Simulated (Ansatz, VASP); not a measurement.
**Two plane-wave programs on La3GePd3**

Contents of INCAR:

```
SYSTEM = La3GePd3
ALGO = Normal
EDIFF = 1E-6
ENCUT = 520
GGA = PE
ISIF = 2
ISMEAR = 1
LASPH = .True.
LCHARG = .False.
LDAU = .True.
LDAUJ = 0 0 0
LDAUL = 3 -1 -1
LDAUPRINT = 1
LDAUTYPE = 2
LDAUU = 4 0 0
LMAXMIX = 6
LREAL = .False.
LWAVE = .False.
NBANDS = 48
NELM = 150
PREC = Accurate
SIGMA = 0.05
```

File KPOINTS:

```
k-points
0
Gamma
  3 3 3
  0 0 0
```

File POSCAR:

```
La3GePd3
1.0
    5.6013830000      0.0000000000      0.0000000000
    0.0000000000      5.6013830000      0.0000000000
    0.0000000000      0.0000000000      5.6013830000
La Pd Ge
3 3 1
Direct
    0.5000000000      0.5000000000      0.0000000000
    0.0000000000      0.5000000000      0.5000000000
    0.5000000000      0.0000000000      0.5000000000
    0.5000000000      0.0000000000      0.0000000000
    0.0000000000      0.5000000000      0.0000000000
    0.0000000000      0.0000000000      0.5000000000
    0.5000000000      0.5000000000      0.5000000000
```

Input for Ansatz:

```yaml
crystal:
  lattice:
    - [5.601383, 0.0, 0.0]
    - [0.0, 5.601383, 0.0]
    - [0.0, 0.0, 5.601383]
  atoms:
    - { symbol: La, position: [0.5, 0.5, 0.0] }
    - { symbol: La, position: [0.0, 0.5, 0.5] }
    - { symbol: La, position: [0.5, 0.0, 0.5] }
    - { symbol: Pd, position: [0.5, 0.0, 0.0] }
    - { symbol: Pd, position: [0.0, 0.5, 0.0] }
    - { symbol: Pd, position: [0.0, 0.0, 0.5] }
    - { symbol: Ge, position: [0.5, 0.5, 0.5] }
  symmetry: { tolerance: 0.0003 }
kpoints:
  mp_grid: { grid: [3, 3, 3], shift: [0, 0, 0] }
magnetization:
  spin_polarized: false
scf:
  occupations: { method: cold, width: 0.05 }
hamiltonian:
  pseudopotentials: { kind: paw }
  xc: pbe
  hubbard: { sites: [{ species: La, l: f, u_eff: 4.0 }], double_counting: fll }
basis:
  ecutwfc: 420
output:
  forces: true
  stress: true
  eigenvalues: true
```

Alike in both runs: task single point; functional PBE; k mesh 3 × 3 × 3; no spin polarisation; Hubbard terms La f U = 4.0 eV.

```csv
,VASP,Ansatz
version,VASP 6.6.1,Ansatz 0.2.0
potentials or method,"VASP PAW PBE potentials, release 64 (La, Pd, Ge_d), cutoff 520 eV",PAW plane waves
occupations,"methfessel-paxton of order 1, width 0.05 eV","cold, width 0.05 eV"
valence electrons in the cell,77,101
```

Ansatz gave:

| Item | Value |
| --- | --- |
| gap on the k mesh at the Fermi level (eV) | none |
| pressure (GPa) | 14.2 |

**Question.** Which values does VASP return?

**Answer.** gap on the k mesh at the Fermi level (eV): none; pressure (GPa): 14.6.

The programs project onto different local orbitals, so the same U acts differently, and such runs can settle in different states. A gap of «none» marks a metal or a gap that the smearing closes. VASP's potentials hold 77 valence electrons a cell and Ansatz's 101, so a difference there can come from the potentials and not from the codes. Ansatz's warnings: filled band counts differ across k points.

The k mesh is coarse, so the values compare programs but aren't converged. Neither program's run includes spin-orbit coupling.
